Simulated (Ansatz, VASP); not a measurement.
# GdN in VASP and in Ansatz

```
Gd N
1.0
     0.00000    2.45246    2.45246
     2.45246    0.00000    2.45246
     2.45246    2.45246    0.00000
Gd N
1 1
Direct
  0.50000 0.50000 0.50000
  0.00000 0.00000 0.00000
```

Alike in both runs: task single point; functional r2SCAN; dispersion D4; k mesh 8 × 8 × 8; occupations gaussian, width 0.05 eV; collinear spin; Hubbard terms Gd f U = 4.0 eV.

|  | VASP | Ansatz |
| --- | --- | --- |
| version | VASP 6.6.1 | Ansatz 0.2.0 |
| potentials or method | VASP PAW PBE potentials, release 64 (Gd, N), cutoff 520 eV | scalar-relativistic, plane waves, PAW |
| valence electrons in the cell | 23 | 23 |

```csv
,VASP,Ansatz,Ansatz less VASP
gap on the k mesh at the Fermi level (eV),none,none,-
pressure (GPa),7.4,7.2,-0.20
net moment per atom (μB),3.50,3.50,0.000
size of the moment on the site where the two differ most (μB),6.82,6.95,+0.123
```

VASP's potentials were made for PBE, not for r2SCAN. Site moments also hang on the region over which each program counts them. The programs project onto different local orbitals, so the same U acts differently, and such runs can settle in different states. A gap of «none» marks a metal or a gap that the smearing closes. Ansatz's warnings: filled band counts differ across k points, stability check not made.

Neither program's run includes spin-orbit coupling.
